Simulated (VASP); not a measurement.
# InSb (rocksalt type) (Fm-3m) in VASP: notebook

Runs on InSb (rocksalt type). Level: PBE. Tasks: single point.

Program: VASP 6.6.1. These are calculated values, not measurements. Logs are shortened: lines on timing, memory, paths and dates and some standing lists are left out, and cuts for length are marked.

## (1) The cell of the first run

Symmetry: Fm-3m, No. 225, cubic system. Conventional cell: a = 6.024 Å, b = 6.024 Å, c = 6.024 Å, α = 90.00°, β = 90.00°, γ = 90.00°. Within 4.0 Å of In (site symmetry m-3m) lie 6 Sb at 3.01 Å. Within 4.0 Å of Sb (site symmetry m-3m) lie 6 In at 3.01 Å.

## (2) Single point, PBE (27.33 Å³/atom)

INCAR

```
  PREC = Accurate
  ENCUT = 520
  EDIFF = 1E-6
  ISMEAR = -1
  SIGMA = 0.05
  LREAL = F
  LASPH = T
  NELM = 60
  ALGO = Normal
  ISIF = 2
  LWAVE = F
  LCHARG = F
  GGA = PE
  NBANDS = 16
```

KPOINTS

```
regular mesh
0
Gamma
  11 11 11
```

POSCAR

```
InSb
1.0
    0.0000000000      3.0122404829      3.0122404829
    3.0122404829      0.0000000000      3.0122404829
    3.0122404829      3.0122404829      0.0000000000
In Sb
1 1
Direct
    0.0000000000      0.0000000000      0.0000000000
    0.5000000000      0.5000000000      0.5000000000
```

Potentials or basis: VASP PAW PBE potentials, release 64 (In_d, Sb).

Started as:

```console
> cat potpaw_PBE.64/In_d/POTCAR potpaw_PBE.64/Sb/POTCAR > POTCAR
> mpirun -np 1 vasp_std > vasp.out
```

OUTCAR:

```text
PREC = Accurate
   ENCUT = 520
   EDIFF = 1E-6
   ISMEAR = -1
   LREAL = F
   LASPH = T
   NELM = 60
   ISIF = 2
   GGA = PE

 ion  position               nearest neighbor table
   1  0.000  0.000  0.000-   2 3.01   2 3.01   2 3.01   2 3.01   2 3.01   2 3.01
   2  0.500  0.500  0.500-   1 3.01   1 3.01   1 3.01   1 3.01   1 3.01   1 3.01

  LATTYP: Found a face centered cubic cell.
 ALAT       =     6.0244809658

  Lattice vectors:

 A1 = (   0.0000000000,   3.0122404829,   3.0122404829)
 A2 = (   3.0122404829,   0.0000000000,   3.0122404829)
 A3 = (   3.0122404829,   3.0122404829,   0.0000000000)

Analysis of symmetry for initial positions (statically):
=====================================================================
 Subroutine PRICEL returns:
 Original cell was already a primitive cell.

 Routine SETGRP: Setting up the symmetry group for a
 face centered cubic supercell.

 Subroutine GETGRP returns: Found 48 space group operations
 (whereof 48 operations were pure point group operations)
 out of a pool of 48 trial point group operations.

The static configuration has the point symmetry O_h .

Analysis of symmetry for dynamics (positions and initial velocities):
=====================================================================
 Subroutine PRICEL returns:
 Original cell was already a primitive cell.

 Routine SETGRP: Setting up the symmetry group for a
 face centered cubic supercell.

 Subroutine GETGRP returns: Found 48 space group operations
 (whereof 48 operations were pure point group operations)
 out of a pool of 48 trial point group operations.

The dynamic configuration has the point symmetry O_h .

 Subroutine INISYM returns: Found 48 space group operations
 (whereof 48 operations are pure point group operations),
 and found     1 'primitive' translations

----------------------------------------------------------------------------------------

                                     Primitive cell

  volume of cell :      54.6637

  direct lattice vectors                    reciprocal lattice vectors
     0.000000000  3.012240483  3.012240483    -0.165989403  0.165989403  0.165989403
     3.012240483  0.000000000  3.012240483     0.165989403 -0.165989403  0.165989403
     3.012240483  3.012240483  0.000000000     0.165989403  0.165989403 -0.165989403

  length of vectors
     4.259951344  4.259951344  4.259951344     0.287502080  0.287502080  0.287502080

  position of ions in fractional coordinates (direct lattice)
     0.000000000  0.000000000  0.000000000
     0.500000000  0.500000000  0.500000000

  ion indices of the primitive-cell ions
   primitive index   ion index
                 1           1
                 2           2

----------------------------------------------------------------------------------------

 KPOINTS: regular mesh

Automatic generation of k-mesh.
 Grid dimensions read from file:
 generate k-points for:   11   11   11

 Generating k-lattice:

  Cartesian coordinates                     Fractional coordinates (reciprocal lattice)
    -0.015089946  0.015089946  0.015089946     0.090909091  0.000000000  0.000000000
     0.015089946 -0.015089946  0.015089946     0.000000000  0.090909091  0.000000000
     0.015089946  0.015089946 -0.015089946     0.000000000  0.000000000  0.090909091

  Length of vectors
     0.026136553  0.026136553  0.026136553

  Shift w.r.t. Gamma in fractional coordinates (k-lattice)
     0.000000000  0.000000000  0.000000000

 Subroutine IBZKPT returns following result:
 ===========================================

 Found     56 irreducible k-points:

 Following reciprocal coordinates:
            Coordinates               Weight
  0.000000  0.000000  0.000000      1.000000
  0.090909  0.000000  0.000000      8.000000
  0.181818  0.000000  0.000000      8.000000
  0.272727  0.000000  0.000000      8.000000
  0.363636  0.000000  0.000000      8.000000
  0.454545  0.000000  0.000000      8.000000
[... 16 lines left out ...]
 -0.272727  0.181818  0.000000     24.000000
 -0.181818  0.181818  0.000000     12.000000
 [... further k-points ...]
   k-points           NKPTS =     56   k-points in BZ     NKDIM =     56   number of bands    NBANDS=     16
   number of dos      NEDOS =    301   number of ions     NIONS =      2
   total plane-waves  NPLWV =  32768
   dimension x,y,z NGX =    32 NGY =   32 NGZ =   32
   dimension x,y,z NGXF=    64 NGYF=   64 NGZF=   64
   ions per type =               1   1
   NGX,Y,Z   is equivalent  to a cutoff of  12.49, 12.49, 12.49 a.u.
   NGXF,Y,Z  is equivalent  to a cutoff of  24.98, 24.98, 24.98 a.u.
 SYSTEM =  unknown system
   PREC   = accura    normal or accurate (medium, high low for compatibility)
   ISTART =      0    job   : 0-new  1-cont  2-samecut
   ICHARG =      2    charge: 1-file 2-atom 10-const
   ISPIN  =      1    spin polarized calculation?
   LNONCOLLINEAR =      F non collinear calculations
   LSORBIT =      F    spin-orbit coupling
   LASPH  =      T    aspherical Exc in radial PAW
   ENCUT  =  520.0 eV  38.22 Ry    6.18 a.u.   7.92  7.92  7.92*2*pi/ulx,y,z
   NELM   =     60;   NELMIN=  2; NELMDL= -5     # of ELM steps
   EDIFF  = 0.1E-05   stopping-criterion for ELM
   LREAL  =      F    real-space projection
   EDIFFG = 0.1E-04   stopping-criterion for IOM
   NSW    =      0    number of steps for IOM
   IBRION =     -1    ionic relax: 0-MD 1-quasi-New 2-CG
   NFREE  =      0    steps in history (QN), initial steepest desc. (CG)
   ISIF   =      2    stress and relaxation
   ISYM   =      2    0-nonsym 1-usesym 2-fastsym
   POTIM  = 0.5000    time-step for ionic-motion
   TEBEG  =    0.0;   TEEND  =   0.0 temperature during run
   PSTRESS=    0.0 pullay stress
   NELECT =      18.0000    total number of electrons
   NUPDOWN=      -1.0000    fix difference up-down
   EMIN   =  10.00;   EMAX   =-10.00  energy-range for DOS
   EFERMI =   0.00;   METHOD = LEGACY
   ISMEAR =    -1;   SIGMA  =   0.05  broadening in eV -4-tet -1-fermi 0-gaus
   EFERMI_NEDOS =   21; number of points for ismear=-14 and -15
   IALGO  =     38    algorithm
   IMIX   =      4    mixing-type and parameters
     AMIX     =   0.40;   BMIX     =  1.00
     AMIX_MAG =   1.60;   BMIX_MAG =  1.00
  volume/ion in A,a.u.               =      27.33       184.44
  Fermi-wavevector in a.u.,A,eV,Ry     =   1.130488  2.136313 17.388294  1.278004
  Thomas-Fermi vector in A             =   2.267185
   LORBIT       =      0    0 simple, 1 ext, 2 COOP (PROOUT), +10 PAW based schemes
   GGA     = PE    functional components
   LHFCALC =     F    Hartree Fock is set to
   AEXX    =    0.0000 exact exchange contribution
   IVDW    =     0    specifies the selected vdW correction
   LEPSILON=     F    determine dielectric tensor
   LRPA    =     F    only Hartree local field effects (RPA)
 non-spin polarized calculation
  energy-cutoff  :      520.00
  volume of cell :       54.66
 maximum number of plane-waves:      1485
   NGX = 15   NGY = 15   NGZ = 15

 number of electron      17.9999992 magnetization

 Free energy of the ion-electron system (eV)
  ---------------------------------------------------
  ext. energy  EPLUGINS =         0.00000000
  ---------------------------------------------------
  free energy    TOTEN  =        -6.63145640 eV

  energy without entropy =       -6.61918499  energy(sigma->0) =       -6.62532070

 E-fermi :   7.2783     XC(G=0):  -9.9811

 val. band max:        7.2531092617   @ k =   0.0909   0.0000   0.0000
 cond. band min:       7.2943875536   @ k =   0.1818   0.0000   0.0000
 fundamental gap:      0.0412782918
 Fermi energy:         7.2782732538

 k-point     1 :       0.0000    0.0000    0.0000
  band No.  band energies     occupation
      1      -7.1994      2.00000
      2      -7.1994      2.00000
      3      -7.1665      2.00000
      4      -7.1665      2.00000
      5      -7.1665      2.00000
      6      -4.0020      2.00000
[... 8 lines left out ...]
     15      13.5332      0.00000
     16      13.5332      0.00000

 k-point     2 :       0.0909    0.0000    0.0000
  band No.  band energies     occupation
      1      -7.2020      2.00000
      2      -7.2020      2.00000
      3      -7.1665      2.00000
      4      -7.1643      2.00000
      5      -7.1643      2.00000
      6      -3.9083      2.00000
[... 8 lines left out ...]
     15      13.7403      0.00000
     16      13.7403      0.00000

 k-point     3 :       0.1818    0.0000    0.0000
  band No.  band energies     occupation
      1      -7.2099      2.00000
      2      -7.2099      2.00000
      3      -7.1670      2.00000
      4      -7.1577      2.00000
      5      -7.1577      2.00000
      6      -3.6311      2.00000
[... 8 lines left out ...]
     15      14.2775      0.00000
     16      14.2775      0.00000

 k-point     4 :       0.2727    0.0000    0.0000
  band No.  band energies     occupation
      1      -7.2210      2.00000
      2      -7.2210      2.00000
      3      -7.1680      2.00000
      4      -7.1482      2.00000
      5      -7.1482      2.00000
      6      -3.1865      2.00000
[... 8 lines left out ...]
     15      15.1269      0.00000
     16      15.1269      0.00000
[... 324 lines left out ...]
 k-point    22 :      -0.3636    0.1818    0.0000
  band No.  band energies     occupation
      1      -7.2571      2.00000
      2      -7.2312      2.00000
      3      -7.1608      2.00000
      4      -7.1419      2.00000
      5      -7.1341      2.00000
      6      -1.9639      2.00000
[... 8 lines left out ...]
     15      15.9908      0.00000
     16      16.7708      0.00000

 k-point    23 :      -0.2727    0.1818    0.0000
  band No.  band energies     occupation
      1      -7.2397      2.00000
      2      -7.2322      2.00000
      3      -7.1619      2.00000
      4      -7.1432      2.00000
      5      -7.1422      2.00000
      6      -2.5023      2.00000
[... 8 lines left out ...]
     15      15.1348      0.00000
     16      18.3062      0.00000

 k-point    24 :      -0.1818    0.1818    0.0000
  band No.  band energies     occupation
      1      -7.2281      2.00000
      2      -7.2228      2.00000
      3      -7.1651      2.00000
      4      -7.1503      2.00000
      5      -7.1458      2.00000
      6      -3.0269      2.00000
[... 8 lines left out ...]
     15      14.9214      0.00000
     16      17.3398      0.00000

 [... further k-points ...]

------------------------ aborting loop because EDIFF is reached ----------------------------------------

  FORCE on cell =-STRESS in cart. coord.  units (eV):
  Direction    XX          YY          ZZ          XY          YZ          ZX
  --------------------------------------------------------------------------------------
  -------------------------------------------------------------------------------------
  Total        1.1472384      1.1472384      1.1472384      0.0000000     -0.0000000     -0.0000000
  in kB       33.6252368     33.6252368     33.6252368      0.0000000     -0.0000000     -0.0000000
  external PRESSURE =      33.6252368 kB  Pullay stress =       0.0000000 kB

 VOLUME and BASIS-vectors are now :
 -----------------------------------------------------------------------------
  energy-cutoff  :      520.00
  volume of cell :       54.66
      direct lattice vectors                 reciprocal lattice vectors
     0.000000000  3.012240483  3.012240483    -0.165989403  0.165989403  0.165989403
     3.012240483  0.000000000  3.012240483     0.165989403 -0.165989403  0.165989403
     3.012240483  3.012240483  0.000000000     0.165989403  0.165989403 -0.165989403

 POSITION                                       TOTAL-FORCE (eV/Angst)
 -----------------------------------------------------------------------------------
      0.00000      0.00000      0.00000        -0.000000     -0.000000      0.000000
      3.01224      3.01224      3.01224         0.000000      0.000000     -0.000000
 -----------------------------------------------------------------------------------
    total drift:                                0.000000     -0.000000     -0.000000

  FREE ENERGIE OF THE ION-ELECTRON SYSTEM (eV)
  ---------------------------------------------------
  free  energy   TOTEN  =        -6.6314564009 eV

  energy  without entropy=       -6.6191849899  energy(sigma->0) =       -6.62532070
```

Run time: 50 s. Hardware: 1 thread of Intel Xeon 8259CL, shared host; peak memory 0.21 GiB.

Results:

```yaml
Free_energy: -6.6315 eV
Pressure: 3.4 GPa
Band_gap_on_the_k_mesh: zero (bands 9 and 10 overlap by 2.88 eV)
```

Levels at points of the mesh, in eV from the Fermi level:
```tsv
k point	band 5	band 6	band 7	band 8	band 9	band 10	band 11	band 12	band 13	band 14
(0.00, 0.00, 0.00)	-14.44	-11.28	-0.05	-0.04	-0.04	-0.04	6.22	6.22	6.22	6.25
```

Caveat: the cell stands under pressure; spin-orbit coupling is left out, which moves the levels of the heavy elements.

## (3) Single point, PBE

This run uses another cell than the first one, of 29.08 Å³/atom.

INCAR

```
SYSTEM = InSb
ALGO     = Normal         ! electronic algorithm
EDIFF    = 1E-6           ! SCF threshold, eV
ENCUT    = 520            ! plane-wave cutoff, eV
GGA      = PE             ! functional
ISIF     = 2              ! what is computed and relaxed
ISMEAR   = -1             ! smearing method
LASPH    = .TRUE.         ! aspherical terms in the spheres
LCHARG   = .TRUE.         ! write CHGCAR
LELF     = .TRUE.         ! ELF
LREAL    = .FALSE.        ! projectors in reciprocal space
LVHAR    = .TRUE.       
LWAVE    = .FALSE.        ! write WAVECAR
NBANDS   = 16             ! bands
NELM     = 60             ! most SCF steps
PREC     = Accurate       ! precision mode
SIGMA    = 0.05           ! smearing width, eV
```

KPOINTS

```
k-points
0
G
  11 11 11
  0 0 0
```

POSCAR

```
InSb
1.0
    0.0000000000      3.0750134737      3.0750134737
    3.0750134737      0.0000000000      3.0750134737
    3.0750134737      3.0750134737      0.0000000000
In Sb
1 1
Direct
    0.0000000000      0.0000000000      0.0000000000
    0.5000000000      0.5000000000      0.5000000000
```

Potentials or basis: VASP PAW PBE potentials, release 64 (In_d, Sb).

Started as:

```console
> cat potpaw_PBE.64/In_d/POTCAR potpaw_PBE.64/Sb/POTCAR > POTCAR
> mpirun -np 1 vasp_std > vasp.out
```

It took 50 s on 1 thread of Intel Xeon 8259CL, shared host; peak memory 0.21 GiB.

The run converged. Its results:

```
Free energy            : -6.6662 eV
Pressure               : 0.0 GPa
Band gap on the k mesh : zero (bands 9 and 10 overlap by 2.64 eV)
```

Levels at points of the mesh, in eV from the Fermi level:
| k point | band 6 | band 7 | band 8 | band 9 | band 10 | band 11 | band 12 | band 13 |
| --- | --- | --- | --- | --- | --- | --- | --- | --- |
| (0.00, 0.00, 0.00) | -10.86 | -0.50 | -0.01 | -0.01 | -0.01 | 6.04 | 6.04 | 6.04 |

Caveat: spin-orbit coupling is left out, which moves the levels of the heavy elements.

## (4) Single point, PBE (29.08 Å³/atom)

This run uses another cell than the first one, of 29.08 Å³/atom.

INCAR

```
ALGO = Normal
EDIFF = 1E-7
ENCUT = 520
GGA = PE
ISIF = 2
ISMEAR = -1
LASPH = True
LCHARG = False
LREAL = False
LWAVE = False
NBANDS = 16
NELM = 100
PREC = Accurate
SIGMA = 0.05
```

KPOINTS

```
k-points
0
Gamma
  11 11 11
```

POSCAR is that of step 3.

Started as:

```console
> cat potpaw_PBE.64/In_d/POTCAR potpaw_PBE.64/Sb/POTCAR > POTCAR
> mpirun -np 1 vasp_std > vasp.out
```

Wall time 61 s (1 thread of Intel Xeon 8259CL, shared host); peak memory 0.21 GiB.

It converged, with:

- Free energy: -6.6662 eV
- Pressure: 0.0 GPa
- Band gap on the k mesh: zero (bands 9 and 10 overlap by 2.64 eV)

Levels at points of the mesh, in eV from the Fermi level:
```tsv
k point	band 5	band 6	band 7	band 8	band 9	band 10	band 11	band 12	band 13	band 14
(0.00, 0.00, 0.00)	-14.36	-10.86	-0.50	-0.01	-0.01	-0.01	6.04	6.04	6.04	6.19
```

Caveat: spin-orbit coupling is left out, which moves the levels of the heavy elements.
